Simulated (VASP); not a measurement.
Runs of VASP 6.6.1 on C. The structure is that of space group P6_3/mmc (No. 194), or close to it. The cells are those of the table. 

```csv
task,cell,k mesh,cutoff (eV),gap on the mesh (eV),pressure (GPa)
relaxation of cell and atoms,"relaxed from a = 2.107, b = 2.107, c = 3.441 Å, angles 90.0, 90.0, 120.0°, 2 atoms",17 × 17 × 9,600,none,-0.1
single point,"a = 1.729, b = 1.729, c = 9.337 Å, angles 90.0, 90.0, 120.0°, 2 atoms",17 × 17 × 9,520,none,-0.2
single point,"a = 1.657, b = 1.657, c = 8.948 Å, angles 90.0, 90.0, 120.0°, 2 atoms",23 × 23 × 4,520,none,17.3
single point,"a = 1.774, b = 1.774, c = 9.580 Å, angles 90.0, 90.0, 120.0°, 2 atoms",23 × 23 × 4,520,none,(a)
```

Alike in all rows: level revPBE; potentials or basis VASP PAW PBE potentials, release 64 (C); no spin polarisation; smearing fermi-dirac 0.1 eV.

Task: Estimate the missing entries.

Result: (a) -2.8.

Caveats: the PAW data sets were made with another functional, which shifts forces and pressure a little; this functional lacks dispersion, which binds the layers, so the pressure and a relaxed spacing across them are unreliable (some runs).

A gap of «none» marks levels without a gap at the run's occupations.
